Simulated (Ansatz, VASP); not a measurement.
LiCl: VASP beside Ansatz

```
Li Cl
1.0
     3.86143    0.00000    0.00000
    -1.93071    3.34409    0.00000
     0.00000    0.00000   15.60449
Li Cl
5 5
Direct
  0.00000 0.00000 0.99937
  0.33333 0.66667 0.19862
  0.66667 0.33333 0.39918
  0.00000 0.00000 0.59968
  0.33333 0.66667 0.80018
  0.00000 0.00000 0.15028
  0.33333 0.66667 0.35005
  0.66667 0.33333 0.55056
  0.00000 0.00000 0.75105
  0.33333 0.66667 0.95101
```

Alike in both runs: functional PBEsol; k mesh 9 × 9 × 2; occupations gaussian, width 0.02 eV; no spin polarisation.

Ansatz relaxed the structure, and its values are those at the end. VASP's run is a single point on that final structure, the one shown.

|  | VASP | Ansatz |
| --- | --- | --- |
| version | VASP 6.6.1 | Ansatz 0.2.0 |
| potentials or method | VASP PAW PBE potentials, release 64 (Li_sv, Cl), cutoff 520 eV | scalar-relativistic, plane waves, PAW |
| valence electrons in the cell | 50 | 50 |

```tsv
	VASP	Ansatz	Ansatz less VASP
gap on the k mesh at the Fermi level (eV)	5.87	5.86	-0.003
least direct gap on the mesh (eV)	5.87	5.86	-0.003
```

VASP's potentials were made for PBE, not for PBEsol. With one functional, cell and mesh, what is left measures potentials, basis and numerics.

Noted on VASP's run: the cutoff is short for stress, so the pressure is rough.
